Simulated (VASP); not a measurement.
Wanted: the native input for a VASP 6.6.1 run.

- Task: single point
- Functional: revPBE
- Potentials or basis: VASP PAW PBE potentials, release 64 (Zr_sv)
- Cutoff: 520 eV
- k mesh: 13 × 13 × 7
- Occupations: fermi-dirac, width 0.1 eV
- Spin: no spin polarisation
- Dipole correction: no
- Further INCAR settings: ALGO = Normal; EDIFF = 1e-07; NBANDS = 19

The structure of Zr lies in POSCAR:

```
Zr
1.0
   -1.7725063599      2.1571765226      1.5798510574
    2.1571765226     -1.7725063599      1.5798510574
    3.5759000681      3.5759000681     -0.8753269498
Zr
2
Direct
    0.0415204800      0.9584795200      0.0000000000
    0.7084795200      0.2915204800      0.5000000000
```

The input as run:

INCAR

```
PREC = Accurate ; ENCUT = 520
EDIFF = 1E-7 ; ISMEAR = -1
SIGMA = 0.1 ; LREAL = F
LASPH = T ; NELM = 60
ALGO = Normal ; ISIF = 2
LWAVE = F ; LCHARG = T
GGA = RE ; LELF = T
LVHAR = T ; NBANDS = 19
```

KPOINTS

```
regular mesh
0
Gamma
  13 13 7
```

Potentials or basis: VASP PAW PBE potentials, release 64 (Zr_sv).

Command:

```sh
$ cat potpaw_PBE.64/Zr_sv/POTCAR > POTCAR
$ mpirun -np 1 vasp_std > vasp.out
```

Results of the run:

- Pressure: 3.9 GPa
- Band gap on the k mesh: zero (bands 12 and 13 overlap by 1.12 eV)

Caveat: the cell stands under pressure; the PAW data sets were made with another functional, which shifts forces and pressure a little.

Run time: 5.1 min on 1 thread of Intel Xeon 8259CL (shared host), peak memory 0.33 GiB.
